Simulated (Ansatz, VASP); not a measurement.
# One calculation of SiB6, two programs

The input INCAR:

```
PREC     = Accurate       # precision mode
ENCUT    = 600            # plane-wave cutoff, eV
EDIFF    = 1E-6           # SCF threshold, eV
ISMEAR   = 0              # smearing method
SIGMA    = 0.01           # smearing width, eV
LREAL    = F              # projectors in reciprocal space
LASPH    = T              # aspherical terms in the spheres
NELM     = 60             # most SCF steps
ALGO     = Normal         # electronic algorithm
ISIF     = 3              # what is computed and relaxed
LWAVE    = F              # write WAVECAR
LCHARG   = F              # write CHGCAR
GGA      = PE             # functional
IBRION   = 2              # ionic algorithm
NSW      = 100            # ionic steps
EDIFFG   = -0.01          # ionic threshold
```

KPOINTS

```
Automatic mesh
0
Gamma
  10 10 10
```

File POSCAR:

```
SiB6
1.0
    4.1324121801      0.0000000000      0.0000000000
    0.0000000000      4.1324121801      0.0000000000
    0.0000000000      0.0000000000      4.1324121801
Si B
1 6
Direct
    0.0000000000      0.0000000000      0.0000000000
    0.2002364657      0.5000000000      0.5000000000
    0.5000000000      0.2002364657      0.5000000000
    0.7997635343      0.5000000000      0.5000000000
    0.5000000000      0.7997635343      0.5000000000
    0.5000000000      0.5000000000      0.2002364657
    0.5000000000      0.5000000000      0.7997635343
```

Input for Ansatz:

```yaml
crystal:
  lattice:
    - [4.1324121801, 0.0, 0.0]
    - [0.0, 4.1324121801, 0.0]
    - [0.0, 0.0, 4.1324121801]
  atoms:
    - { symbol: Si, position: [0.0, 0.0, 0.0] }
    - { symbol: B, position: [0.2002364657, 0.5, 0.5] }
    - { symbol: B, position: [0.5, 0.2002364657, 0.5] }
    - { symbol: B, position: [0.7997635343, 0.5, 0.5] }
    - { symbol: B, position: [0.5, 0.7997635343, 0.5] }
    - { symbol: B, position: [0.5, 0.5, 0.2002364657] }
    - { symbol: B, position: [0.5, 0.5, 0.7997635343] }
basis:
  ecutwfc: 420
kpoints:
  mp_grid: { grid: [10, 10, 10] }
hamiltonian:
  xc: pbe
scf:
  occupations: { method: gaussian, width: 0.01 }
output:
  forces: true
  stress: true
  eigenvalues: true
relax:
  adjacent_minimum: "off"
  f_tol: 0.01
  max_steps: 80
  cell: { stress_tol: 0.05 }
```

Alike in both runs: task relaxation of cell and atoms; functional PBE; k mesh 10 × 10 × 10; occupations gaussian, width 0.01 eV; no spin polarisation.

```csv
,VASP,Ansatz
version,VASP 6.6.1,Ansatz 0.2.0
potentials or method,"VASP PAW PBE potentials, release 64 (Si, B), cutoff 600 eV","scalar-relativistic, plane waves, PAW"
valence electrons in the cell,22,22
```

```csv
,VASP,Ansatz,Ansatz less VASP
"gap on the k mesh at the Fermi level, each at its own relaxed structure (eV)",0.06,0.06,+0.003
relaxed volume (Å³/atom),10.08,10.08,-0.001
relaxed length of the cell vector where the two differ most in proportion (Å),4.133,4.132,-0.0001
```
